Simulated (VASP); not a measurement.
# Si in VASP: a series of runs, part 2 of 3

VASP 6.6.1. The steps go on from the part before.

### 3 Electric field gradients, LDA (equal xy, yz and zx shear strains of +2 %)

The input, INCAR:

```
PREC = Accurate
ENCUT = 520
EDIFF = 1E-8
ISMEAR = -1
SIGMA = 0.08
LREAL = F
LASPH = T
NELM = 80
ALGO = Normal
ISIF = 2
LWAVE = F
LCHARG = F
LEFG = T
NBANDS = 11
```

The input, KPOINTS:

```
regular mesh
0
Gamma
  11 11 11
```

The input, POSCAR:

```
Si
1.0
    0.0543094000      2.7426247000      2.7426247000
    2.7426247000      0.0543094000      2.7426247000
    2.7426247000      2.7426247000      0.0543094000
Si
2
Direct
    0.5000000000      0.5000000000      0.5000000000
    0.7500000000      0.7500000000      0.7500000000
```

Potentials or basis: VASP PAW LDA potentials, release 64 (Si).

The run is started by

```bash
$ cat potpaw_LDA.64/Si/POTCAR > POTCAR
$ mpirun -np 1 vasp_std > vasp.out
```

OUTCAR:

```text
PREC = Accurate
   ENCUT = 520
   EDIFF = 1E-8
   ISMEAR = -1
   LREAL = F
   LASPH = T
   NELM = 80
   ISIF = 2

 ion  position               nearest neighbor table
   1  0.500  0.500  0.500-   2 2.34   2 2.34   2 2.34   2 2.40
   2  0.750  0.750  0.750-   1 2.34   1 2.34   1 2.34   1 2.40

  LATTYP: Found a trigonal (rhomboedric) cell.
 ALAT       =     3.8790372518
 COS(alpha) =     0.5197000882

  Lattice vectors:

 A1 = (   0.0543094000,   2.7426247000,   2.7426247000)
 A2 = (   2.7426247000,   0.0543094000,   2.7426247000)
 A3 = (   2.7426247000,   2.7426247000,   0.0543094000)

[... 549 lines left out ...]
  free  energy   TOTEN  =       -11.9023308888 eV

  energy  without entropy=      -11.9017331010  energy(sigma->0) =      -11.90203199

 Electric field gradients (V/A^2)
---------------------------------------------------------------------
 ion       V_xx      V_yy      V_zz      V_xy      V_xz      V_yz
---------------------------------------------------------------------
   1      -0.000    -0.000    -0.000     4.091     4.091     4.091
   2      -0.000    -0.000    -0.000     4.091     4.091     4.091
---------------------------------------------------------------------

 Electric field gradients after diagonalization (V/A^2)
 (convention: |V_zz| > |V_xx| > |V_yy|)
----------------------------------------------------------------------
 ion       V_xx      V_yy      V_zz     asymmetry (V_yy - V_xx)/ V_zz
----------------------------------------------------------------------
   1      -4.091    -4.091     8.182       0.000
   2      -4.091    -4.091     8.182       0.000
----------------------------------------------------------------------

           NMR quadrupolar parameters

 Cq : quadrupolar parameter    Cq=e*Q*V_zz/h
 eta: asymmetry parameters     (V_yy - V_xx)/ V_zz
 Q  : nuclear electric quadrupole moment in mb (millibarn)
----------------------------------------------------------------------
 ion       Cq(MHz)       eta       Q (mb)
----------------------------------------------------------------------
   1       0.020       0.000       1.000
   2       0.020       0.000       1.000
----------------------------------------------------------------------
```

OSZICAR:

```text
N       E                     dE             d eps       ncg     rms          rms(c)
DAV:   1     0.754673530413E+01    0.75467E+01   -0.33397E+03  3220   0.590E+02
DAV:   2    -0.115640985031E+02   -0.19111E+02   -0.18328E+02  4333   0.868E+01
DAV:   3    -0.121617905145E+02   -0.59769E+00   -0.59619E+00  4101   0.136E+01
DAV:   4    -0.121665934979E+02   -0.48030E-02   -0.48022E-02  3866   0.153E+00
DAV:   5    -0.121666436757E+02   -0.50178E-04   -0.50177E-04  4101   0.145E-01    0.502E+00
DAV:   6    -0.119845038140E+02    0.18214E+00   -0.10580E-01  3626   0.130E+00    0.299E+00
DAV:   7    -0.119021893462E+02    0.82314E-01   -0.18742E-01  3739   0.178E+00    0.235E-01
DAV:   8    -0.119023595425E+02   -0.17020E-03   -0.87294E-03  3659   0.522E-01    0.988E-02
DAV:   9    -0.119023245639E+02    0.34979E-04   -0.29132E-04  3952   0.921E-02    0.651E-02
DAV:  10    -0.119023309571E+02   -0.63933E-05   -0.20486E-05  3769   0.266E-02    0.693E-03
DAV:  11    -0.119023308949E+02    0.62234E-07   -0.20775E-06  3860   0.726E-03    0.443E-03
DAV:  12    -0.119023308767E+02    0.18222E-07   -0.14051E-07  3811   0.214E-03    0.243E-03
DAV:  13    -0.119023308894E+02   -0.12728E-07   -0.92799E-09  3624   0.584E-04    0.683E-04
DAV:  14    -0.119023308888E+02    0.59640E-09   -0.76635E-10  2074   0.130E-04
   1 F= -.11902331E+02 E0= -.11902032E+02  d E =-.597788E-03
```

It took 66 s on 1 thread of AMD EPYC 7R43 (Zen 3), shared host; peak memory 0.13 GiB.

Results:

* Free energy: -11.9023 eV
* Pressure: -1.3 GPa
* Largest force: 0.291 eV/Å
* Band gap on the k mesh: 0.43 eV, indirect (least direct gap 2.09 eV)

Forces on the atoms (eV/Å):
```
Si   0.168  0.168  0.168
Si  -0.168 -0.168 -0.168
```

Stress tensor (GPa, compression positive):
```
-1.33 -1.94 -1.94
-1.94 -1.33 -1.94
-1.94 -1.94 -1.33
```

Electric field gradients, principal values (V/Å²):
```
atom   least  middle  greatest (by size)
1 Si  -4.091  -4.091               8.182
2 Si  -4.091  -4.091               8.182
```

Caveat: the cell differs from its parent crystal (equal xy, yz and zx shear strains of +2 %); without QUAD_EFG the Cq values of the log hold for a quadrupole moment of 1 mb, not for the nuclei.

### 4 Electric field gradients, LDA (equal xy, yz and zx shear strains of +2 %)

The input, INCAR:

```
  PREC = Accurate
  ENCUT = 520
  EDIFF = 1E-8
  ISMEAR = -1
  SIGMA = 0.08
  LREAL = F
  LASPH = T
  NELM = 100
  ALGO = Normal
  ISIF = 2
  LWAVE = F
  LCHARG = F
  GGA = CA
  LEFG = T
  NBANDS = 11
```

KPOINTS is that of step 3.

POSCAR is that of step 3.

Potentials or basis: VASP PAW LDA potentials, release 64 (Si).

The run is started by

```bash
$ cat potpaw_LDA.64/Si/POTCAR > POTCAR
$ mpirun -np 1 vasp_std > vasp.out
```

OUTCAR:

```text
PREC = Accurate
   ENCUT = 520
   EDIFF = 1E-8
   ISMEAR = -1
   LREAL = F
   LASPH = T
   NELM = 100
   ISIF = 2
   GGA = CA

 ion  position               nearest neighbor table
   1  0.500  0.500  0.500-   2 2.34   2 2.34   2 2.34   2 2.40
   2  0.750  0.750  0.750-   1 2.34   1 2.34   1 2.34   1 2.40

  LATTYP: Found a trigonal (rhomboedric) cell.
 ALAT       =     3.8790372518
 COS(alpha) =     0.5197000882

  Lattice vectors:

 A1 = (   0.0543094000,   2.7426247000,   2.7426247000)
 A2 = (   2.7426247000,   0.0543094000,   2.7426247000)
 A3 = (   2.7426247000,   2.7426247000,   0.0543094000)

Analysis of symmetry for initial positions (statically):
=====================================================================
 Subroutine PRICEL returns:
 Original cell was already a primitive cell.

 Routine SETGRP: Setting up the symmetry group for a
 trigonal (rhombohedral) supercell.

 Subroutine GETGRP returns: Found 12 space group operations
 (whereof  6 operations were pure point group operations)
 out of a pool of 12 trial point group operations.

The static configuration has the point symmetry C_3v.
 The point group associated with its full space group is D_3d.

Analysis of symmetry for dynamics (positions and initial velocities):
=====================================================================
 Subroutine PRICEL returns:
 Original cell was already a primitive cell.

 Routine SETGRP: Setting up the symmetry group for a
 trigonal (rhombohedral) supercell.

 Subroutine GETGRP returns: Found 12 space group operations
 (whereof  6 operations were pure point group operations)
 out of a pool of 12 trial point group operations.

The dynamic configuration has the point symmetry C_3v.
 The point group associated with its full space group is D_3d.

 Subroutine INISYM returns: Found 12 space group operations
 (whereof  6 operations are pure point group operations),
 and found     1 'primitive' translations

----------------------------------------------------------------------------------------

                                     Primitive cell

  volume of cell :      40.0346

  direct lattice vectors                    reciprocal lattice vectors
     0.054309400  2.742624700  2.742624700    -0.187813521  0.184166656  0.184166656
     2.742624700  0.054309400  2.742624700     0.184166656 -0.187813521  0.184166656
     2.742624700  2.742624700  0.054309400     0.184166656  0.184166656 -0.187813521

  length of vectors
     3.879037252  3.879037252  3.879037252     0.321105330  0.321105330  0.321105330

  position of ions in fractional coordinates (direct lattice)
     0.500000000  0.500000000  0.500000000
     0.750000000  0.750000000  0.750000000

  ion indices of the primitive-cell ions
   primitive index   ion index
                 1           1
                 2           2

----------------------------------------------------------------------------------------

 KPOINTS: regular mesh

Automatic generation of k-mesh.
[... 77 lines left out ...]
   NELECT =       8.0000    total number of electrons
   NUPDOWN=      -1.0000    fix difference up-down
   EMIN   =  10.00;   EMAX   =-10.00  energy-range for DOS
   EFERMI =   0.00;   METHOD = LEGACY
   ISMEAR =    -1;   SIGMA  =   0.08  broadening in eV -4-tet -1-fermi 0-gaus
   EFERMI_NEDOS =   21; number of points for ismear=-14 and -15
   IALGO  =     38    algorithm
   IMIX   =      4    mixing-type and parameters
     AMIX     =   0.40;   BMIX     =  1.00
     AMIX_MAG =   1.60;   BMIX_MAG =  1.00
  volume/ion in A,a.u.               =      20.02       135.08
  Fermi-wavevector in a.u.,A,eV,Ry     =   0.957105  1.808666 12.463619  0.916050
  Thomas-Fermi vector in A             =   2.086093
   LORBIT       =      0    0 simple, 1 ext, 2 COOP (PROOUT), +10 PAW based schemes
   GGA     = CA    functional components
   LHFCALC =     F    Hartree Fock is set to
   AEXX    =    0.0000 exact exchange contribution
   IVDW    =     0    specifies the selected vdW correction
   LEPSILON=     F    determine dielectric tensor
   LRPA    =     F    only Hartree local field effects (RPA)
 non-spin polarized calculation
  energy-cutoff  :      520.00
  volume of cell :       40.03
 maximum number of plane-waves:      1090
 NGX is ok and might be reduce to    30
   NGX = 15   NGY = 15   NGZ = 15

 number of electron       8.0000000 magnetization

 Free energy of the ion-electron system (eV)
  ---------------------------------------------------
  ext. energy  EPLUGINS =         0.00000000
  ---------------------------------------------------
  free energy    TOTEN  =       -11.90233089 eV

  energy without entropy =      -11.90173310  energy(sigma->0) =      -11.90203199

 E-fermi :   5.9855     XC(G=0):  -9.6063

 val. band max:        5.7979986350   @ k =   0.0000   0.0000   0.0000
 cond. band min:       6.2306095950   @ k =   0.4545   0.4545   0.0000
 fundamental gap:      0.4326109601
 Fermi energy:         5.9855353270

 k-point     1 :       0.0000    0.0000    0.0000
  band No.  band energies     occupation
      1      -6.1901      2.00000
      2       5.7148      1.93438
      3       5.7980      1.82495
      4       5.7980      1.82495
      5       7.8892      0.00000
      6       8.4473      0.00000
      7       8.4473      0.00000
      8       9.0935      0.00000
      9      13.4652      0.00000
     10      13.5066      0.00000
     11      13.5066      0.00000
[... 309 lines left out ...]
 k-point    24 :      -0.1818    0.1818    0.0000
  band No.  band energies     occupation
      1      -5.0345      2.00000
      2       1.6797      2.00000
      3       3.1055      2.00000
      4       5.0635      1.99998
      5       8.5181      0.00000
      6       9.4077      0.00000
      7       9.6852      0.00000
      8      11.2713      0.00000
      9      11.7069      0.00000
     10      15.8984      0.00000
     11      16.3396      0.00000

 [... further k-points ...]
[... 5 lines left out ...]
  --------------------------------------------------------------------------------------
  -------------------------------------------------------------------------------------
  Total       -0.3316273     -0.3316273     -0.3316273     -0.4839229     -0.4839229     -0.4839229
  in kB      -13.2716608    -13.2716608    -13.2716608    -19.3665013    -19.3665013    -19.3665013
  external PRESSURE =     -13.2716608 kB  Pullay stress =       0.0000000 kB

 VOLUME and BASIS-vectors are now :
 -----------------------------------------------------------------------------
  energy-cutoff  :      520.00
  volume of cell :       40.03
      direct lattice vectors                 reciprocal lattice vectors
     0.054309400  2.742624700  2.742624700    -0.187813521  0.184166656  0.184166656
     2.742624700  0.054309400  2.742624700     0.184166656 -0.187813521  0.184166656
     2.742624700  2.742624700  0.054309400     0.184166656  0.184166656 -0.187813521

 POSITION                                       TOTAL-FORCE (eV/Angst)
 -----------------------------------------------------------------------------------
      2.76978      2.76978      2.76978         0.167810      0.167810      0.167810
      4.15467      4.15467      4.15467        -0.167810     -0.167810     -0.167810
 -----------------------------------------------------------------------------------
    total drift:                                0.000000     -0.000000     -0.000000

  FREE ENERGIE OF THE ION-ELECTRON SYSTEM (eV)
  ---------------------------------------------------
  free  energy   TOTEN  =       -11.9023308888 eV

  energy  without entropy=      -11.9017331010  energy(sigma->0) =      -11.90203199

 Electric field gradients (V/A^2)
---------------------------------------------------------------------
 ion       V_xx      V_yy      V_zz      V_xy      V_xz      V_yz
---------------------------------------------------------------------
   1      -0.000    -0.000    -0.000     4.091     4.091     4.091
   2      -0.000    -0.000    -0.000     4.091     4.091     4.091
---------------------------------------------------------------------

 Electric field gradients after diagonalization (V/A^2)
 (convention: |V_zz| > |V_xx| > |V_yy|)
----------------------------------------------------------------------
 ion       V_xx      V_yy      V_zz     asymmetry (V_yy - V_xx)/ V_zz
----------------------------------------------------------------------
   1      -4.091    -4.091     8.182       0.000
   2      -4.091    -4.091     8.182       0.000
----------------------------------------------------------------------

           NMR quadrupolar parameters

 Cq : quadrupolar parameter    Cq=e*Q*V_zz/h
 eta: asymmetry parameters     (V_yy - V_xx)/ V_zz
 Q  : nuclear electric quadrupole moment in mb (millibarn)
----------------------------------------------------------------------
 ion       Cq(MHz)       eta       Q (mb)
----------------------------------------------------------------------
   1       0.020       0.000       1.000
   2       0.020       0.000       1.000
----------------------------------------------------------------------
```

OSZICAR:

```text
N       E                     dE             d eps       ncg     rms          rms(c)
DAV:   1     0.754673530413E+01    0.75467E+01   -0.33397E+03  3220   0.590E+02
DAV:   2    -0.115640985031E+02   -0.19111E+02   -0.18328E+02  4333   0.868E+01
DAV:   3    -0.121617905145E+02   -0.59769E+00   -0.59619E+00  4101   0.136E+01
DAV:   4    -0.121665934979E+02   -0.48030E-02   -0.48022E-02  3866   0.153E+00
DAV:   5    -0.121666436757E+02   -0.50178E-04   -0.50177E-04  4101   0.145E-01    0.502E+00
DAV:   6    -0.119845038140E+02    0.18214E+00   -0.10580E-01  3626   0.130E+00    0.299E+00
DAV:   7    -0.119021893462E+02    0.82314E-01   -0.18742E-01  3739   0.178E+00    0.235E-01
DAV:   8    -0.119023595425E+02   -0.17020E-03   -0.87294E-03  3659   0.522E-01    0.988E-02
DAV:   9    -0.119023245639E+02    0.34979E-04   -0.29132E-04  3952   0.921E-02    0.651E-02
DAV:  10    -0.119023309571E+02   -0.63933E-05   -0.20486E-05  3769   0.266E-02    0.693E-03
DAV:  11    -0.119023308949E+02    0.62234E-07   -0.20775E-06  3860   0.726E-03    0.443E-03
DAV:  12    -0.119023308767E+02    0.18222E-07   -0.14051E-07  3811   0.214E-03    0.243E-03
DAV:  13    -0.119023308894E+02   -0.12728E-07   -0.92799E-09  3624   0.584E-04    0.683E-04
DAV:  14    -0.119023308888E+02    0.59640E-09   -0.76635E-10  2074   0.130E-04
   1 F= -.11902331E+02 E0= -.11902032E+02  d E =-.597788E-03
```

Run time: 65 s. Hardware: 1 thread of AMD EPYC 7R43 (Zen 3), shared host; peak memory 0.13 GiB.

What came out:

```
Free energy            : -11.9023 eV
Pressure               : -1.3 GPa
Largest force          : 0.291 eV/Å
Band gap on the k mesh : 0.43 eV, indirect (least direct gap 2.09 eV)
```

Forces on the atoms (eV/Å):
```
Si   0.168  0.168  0.168
Si  -0.168 -0.168 -0.168
```

Stress tensor (GPa, compression positive):
```
-1.33 -1.94 -1.94
-1.94 -1.33 -1.94
-1.94 -1.94 -1.33
```

Levels at points of the mesh, in eV from the valence-band top:
```
           k point  band 2  band 3  band 4  band 5  band 6  band 7
(0.00, 0.00, 0.00)   -0.08    0.00    0.00    2.09    2.65    2.65
```

Electric field gradients, principal values (V/Å²):
```csv
atom,least,middle,greatest (by size)
1 Si,-4.091,-4.091,8.182
2 Si,-4.091,-4.091,8.182
```

Caveat: the cell differs from its parent crystal (equal xy, yz and zx shear strains of +2 %); without QUAD_EFG the Cq values of the log hold for a quadrupole moment of 1 mb, not for the nuclei.

(Continued in part 3 of 3.)
